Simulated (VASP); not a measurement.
# As (Pm-3m) in VASP: further runs, part 2 of 2

VASP 6.6.1. The steps go on from the part before.

## 3. Relaxation of cell and atoms, PBE+D3(BJ)

This run uses another cell than the first one, of 19.76 Å³/atom, 1.017 times its volume.

INCAR

```
PREC = Accurate
ENCUT = 600
EDIFF = 1E-6
ISMEAR = 0
SIGMA = 0.1
LREAL = F
LASPH = T
NELM = 100
ALGO = Normal
ISIF = 3
LWAVE = F
LCHARG = F
GGA = PE
IVDW = 12
IBRION = 2
NSW = 100
EDIFFG = -0.005
```

KPOINTS

```
Automatic mesh
0
Gamma
  16 16 16
```

POSCAR

```
As
1.0
    2.7036817444      0.0000000000      0.0000000000
    0.0000000000      2.7036817444      0.0000000000
    0.0000000000      0.0000000000      2.7036817444
As
1
Direct
    0.5000000000      0.5000000000      0.5000000000
```

Potentials or basis: VASP PAW PBE potentials, release 64 (As).

Started as:

```
$ cat potpaw_PBE.64/As/POTCAR > POTCAR
$ mpirun -np 1 vasp_std > vasp.out
```

OUTCAR:

```text
PREC = Accurate
   ENCUT = 600
   EDIFF = 1E-6
   ISMEAR = 0
   LREAL = F
   LASPH = T
   NELM = 100
   ISIF = 3
   GGA = PE
   IVDW = 12
   IBRION = 2
   NSW = 100
   EDIFFG = -0.005
 IVDW          = 12

 ion  position               nearest neighbor table
   1  0.500  0.500  0.500-

  LATTYP: Found a simple cubic cell.
 ALAT       =     2.7036817444

  Lattice vectors:

 A1 = (   2.7036817444,   0.0000000000,   0.0000000000)
 A2 = (   0.0000000000,   2.7036817444,   0.0000000000)
 A3 = (   0.0000000000,   0.0000000000,   2.7036817444)

Analysis of symmetry for initial positions (statically):
=====================================================================
 Subroutine PRICEL returns:
 Original cell was already a primitive cell.

 Routine SETGRP: Setting up the symmetry group for a
 simple cubic supercell.

 Subroutine GETGRP returns: Found 48 space group operations
 (whereof 48 operations were pure point group operations)
 out of a pool of 48 trial point group operations.

The static configuration has the point symmetry O_h .

Analysis of symmetry for dynamics (positions and initial velocities):
=====================================================================
 Subroutine PRICEL returns:
 Original cell was already a primitive cell.

 Routine SETGRP: Setting up the symmetry group for a
 simple cubic supercell.

 Subroutine GETGRP returns: Found 48 space group operations
 (whereof 48 operations were pure point group operations)
 out of a pool of 48 trial point group operations.

The dynamic configuration has the point symmetry O_h .

 Subroutine INISYM returns: Found 48 space group operations
 (whereof 48 operations are pure point group operations),
 and found     1 'primitive' translations

----------------------------------------------------------------------------------------

                                     Primitive cell

  volume of cell :      19.7636

  direct lattice vectors                    reciprocal lattice vectors
[... 92 lines left out ...]
   ISYM   =      2    0-nonsym 1-usesym 2-fastsym
   POTIM  = 0.5000    time-step for ionic-motion
   TEBEG  =    0.0;   TEEND  =   0.0 temperature during run
   PSTRESS=    0.0 pullay stress
   NELECT =       5.0000    total number of electrons
   NUPDOWN=      -1.0000    fix difference up-down
   EMIN   =  10.00;   EMAX   =-10.00  energy-range for DOS
   EFERMI =   0.00;   METHOD = LEGACY
   ISMEAR =     0;   SIGMA  =   0.10  broadening in eV -4-tet -1-fermi 0-gaus
   EFERMI_NEDOS =   21; number of points for ismear=-14 and -15
   IALGO  =     38    algorithm
   IMIX   =      4    mixing-type and parameters
     AMIX     =   0.40;   BMIX     =  1.00
     AMIX_MAG =   1.60;   BMIX_MAG =  1.00
  volume/ion in A,a.u.               =      19.76       133.37
  Fermi-wavevector in a.u.,A,eV,Ry     =   1.035403  1.956627 14.586243  1.072059
  Thomas-Fermi vector in A             =   2.169744
   LORBIT       =      0    0 simple, 1 ext, 2 COOP (PROOUT), +10 PAW based schemes
   GGA     = PE    functional components
   LHFCALC =     F    Hartree Fock is set to
   AEXX    =    0.0000 exact exchange contribution
   IVDW    =    12    specifies the selected vdW correction
   LEPSILON=     F    determine dielectric tensor
   LRPA    =     F    only Hartree local field effects (RPA)
 conjugate gradient relaxation of ions
 non-spin polarized calculation
 Gauss-broadening in eV      SIGMA  =   0.10
  energy-cutoff  :      600.00
  volume of cell :       19.76
 maximum number of plane-waves:       691
 NGX is ok and might be reduce to    24
   NGX = 11   NGY = 11   NGZ = 11

--------------------------------------- Ionic step        1  -------------------------------------------

 number of electron       5.0000001 magnetization

 Free energy of the ion-electron system (eV)
  ---------------------------------------------------
  ext. energy  EPLUGINS =         0.00000000
  ---------------------------------------------------
  free energy    TOTEN  =        -4.55476724 eV

  energy without entropy =       -4.55367629  energy(sigma->0) =       -4.55422177

------------------------ aborting loop because EDIFF is reached ----------------------------------------

 Edisp (eV)   -0.45797

 E8    (eV) :    -0.1938
[... 69 lines left out ...]
--------------------------------------- Ionic step        3  -------------------------------------------

 number of electron       5.0000001 magnetization

 Free energy of the ion-electron system (eV)
  ---------------------------------------------------
  ext. energy  EPLUGINS =         0.00000000
  ---------------------------------------------------
  free energy    TOTEN  =        -4.54919530 eV

  energy without entropy =       -4.54813099  energy(sigma->0) =       -4.54866315

 E-fermi :   6.1147     XC(G=0): -10.4983

 val. band max:        6.0954948224   @ k =   0.1875   0.1875   0.1250
 cond. band min:       6.2537297461   @ k =   0.4375   0.2500   0.0000
 fundamental gap:      0.1582349237
 Fermi energy:         6.1146874821

 k-point     1 :       0.0000    0.0000    0.0000
  band No.  band energies     occupation
      1      -9.0122      2.00000
      2      10.3114      0.00000
      3      10.3114      0.00000
      4      10.3114      0.00000
      5      14.6096      0.00000
      6      14.6096      0.00000
[... 199 lines left out ...]
 k-point    24 :       0.5000    0.1250    0.0000
  band No.  band energies     occupation
      1      -5.5116      2.00000
      2      -0.6756      2.00000
      3      10.1175      0.00000
      4      12.9087      0.00000
      5      16.4774      0.00000
      6      18.7680      0.00000

 [... further k-points ...]

------------------------ aborting loop because EDIFF is reached ----------------------------------------

 Edisp (eV)   -0.46467

 E8    (eV) :    -0.1966
[... 24 lines left out ...]
  FREE ENERGIE OF THE ION-ELECTRON SYSTEM (eV)
  ---------------------------------------------------
  free  energy   TOTEN  =        -5.0138649364 eV

  energy  without entropy=       -5.0128006223  energy(sigma->0) =       -5.01333278

 reached required accuracy - stopping structural energy minimisation
```

It took 9.6 s on 1 thread of Intel Xeon 6975P-C (Granite Rapids), shared host; peak memory 0.16 GiB.

What came out:

```yaml
Free_energy: -5.0139 eV
Relaxed_volume: 19.48 Å³/atom
Relaxed_cell: a = 2.691 Å, b = 2.691 Å, c = 2.691 Å, α = 90.00°, β = 90.00°, γ = 90.00°
Space_group_after_relaxing_to_0.05_Å: Pm-3m (No. 221)
Energy_gained_by_relaxing: 1.1 meV/atom
Ionic_steps: 3
Pressure_after_relaxing: 0.0 GPa
Dispersion_energy_per_atom: -0.465 eV
```

The path:
| step | energy change (eV) | largest force (eV/Å) | pressure (GPa) | volume (Å³) |
| --- | --- | --- | --- | --- |
| 1 | 0.0000 | 0.0000 | -1.26 | 19.76 |
| 2 | -0.0008 | 0.0000 | 0.77 | 19.32 |
| 3 | -0.0011 | 0.0000 | 0.01 | 19.48 |

Final structure:
```cif
data_structure
_symmetry_space_group_name_H-M 'P 1'
_symmetry_Int_Tables_number 1
_cell_length_a 2.6908
_cell_length_b 2.6908
_cell_length_c 2.6908
_cell_angle_alpha 90.000
_cell_angle_beta 90.000
_cell_angle_gamma 90.000
_cell_volume 19.48
loop_
_atom_site_label
_atom_site_type_symbol
_atom_site_fract_x
_atom_site_fract_y
_atom_site_fract_z
_atom_site_occupancy
As1 As 0.50000 0.50000 0.50000 1
```

Caveat: pairwise dispersion overbinds metals, which lowers pressure and volume.

## 4. Single point, PBE+D3(BJ)

This run uses another cell than the first one, of 19.76 Å³/atom, 1.017 times its volume.

INCAR

```
PREC = Accurate ; ENCUT = 500
EDIFF = 1E-6 ; ISMEAR = 0
SIGMA = 0.1 ; LREAL = F
LASPH = T ; NELM = 120
ALGO = Normal ; ISIF = 2
LWAVE = F ; LCHARG = F
GGA = PE ; IVDW = 12
NBANDS = 8 ; GGA_COMPAT = F
```

KPOINTS

```
regular mesh
0
Gamma
  6 6 6
```

POSCAR is that of step 3.

Started as:

```
$ cat potpaw_PBE.64/As/POTCAR > POTCAR
$ mpirun -np 1 vasp_std > vasp.out
```

Run time: 3.8 s. Hardware: 1 thread of Intel Xeon 6455B, shared host; peak memory 0.12 GiB.

Results (log left out):

| Quantity | Value |
| --- | --- |
| Free energy | -5.0368 eV |
| Pressure | -1.0 GPa |
| Dispersion energy per atom | -0.458 eV |

Levels at points of the mesh, in eV from the Fermi level:
| k point | band 1 | band 2 | band 3 | band 4 | band 5 | band 6 | band 7 |
| --- | --- | --- | --- | --- | --- | --- | --- |
| (0.00, 0.00, 0.00) | -15.34 | 3.79 | 3.79 | 3.79 | 8.13 | 8.13 | 10.20 |
| (0.50, 0.00, 0.00) | -12.20 | -7.30 | 6.09 | 6.09 | 10.81 | 13.77 | 14.38 |
| (0.50, 0.50, 0.00) | -8.92 | -4.63 | -4.63 | 2.15 | 8.26 | 16.10 | 17.09 |
| (0.50, 0.50, 0.50) | -5.29 | -2.19 | -2.19 | -2.19 | 5.57 | 5.57 | 5.57 |

Caveat: the k points lie up to 0.39 Å⁻¹ apart; pairwise dispersion overbinds metals, which lowers pressure and volume.

## 5. Overview

| task | cell | k mesh | cutoff (eV) | gap on the mesh (eV) | pressure (GPa) |
| --- | --- | --- | --- | --- | --- |
| single point | a = 2.689 Å, 1 atom | 16 × 16 × 16 | 520 | none | 0.2 |
| relaxation of cell and atoms | relaxed from a = 2.704 Å, 1 atom | 16 × 16 × 16 | 600 | none | 0.0 |
| single point | a = 2.704 Å, 1 atom | 6 × 6 × 6 | 500 | none | -1.0 |

Alike in all rows: level PBE+D3(BJ); potentials or basis VASP PAW PBE potentials, release 64 (As); no spin polarisation; smearing gaussian 0.1 eV.

Caveats: some runs use coarse meshes; pairwise dispersion overbinds metals, which lowers pressure and volume.

Absolute energies hang on the potentials; compare differences alone.
